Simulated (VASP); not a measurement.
Input of a VASP 6.6.1 run:

Contents of INCAR:

```
  PREC = Accurate
  ENCUT = 520
  EDIFF = 1E-6
  ISMEAR = -1
  SIGMA = 0.05
  LREAL = F
  LASPH = T
  NELM = 150
  ALGO = Normal
  ISIF = 2
  LWAVE = F
  LCHARG = F
  ISPIN = 2
  MAGMOM = 1.816
  LORBIT = 11
  LMAXMIX = 4
  GGA = B5
  ALDAX = 1.0
  AGGAX = 1.0
  AGGAC = 1.0
  ALDAC = 0.0
  NBANDS = 14
```

KPOINTS

```
Automatic mesh
0
Gamma
  17 17 17
```

The input POSCAR:

```
Co
1.0
   -1.4268113961      1.4268113961      1.4268113961
    1.4268113961     -1.4268113961      1.4268113961
    1.4268113961      1.4268113961     -1.4268113961
Co
1
Direct
    0.0000000000      0.0000000000      0.0000000000
```

Potentials or basis: VASP PAW PBE potentials, release 64 (Co).

Launch:

```console
$ cat potpaw_PBE.64/Co/POTCAR > POTCAR
$ mpirun -np 1 vasp_std > vasp.out
```

What does it give for the pressure?

-0.4 GPa.

Estimate the site moments.

Co +1.76 μB.

Predict the net moment.

1.74 μB per cell.

Caveat: the PAW data sets were made with another functional, which shifts forces and pressure a little.
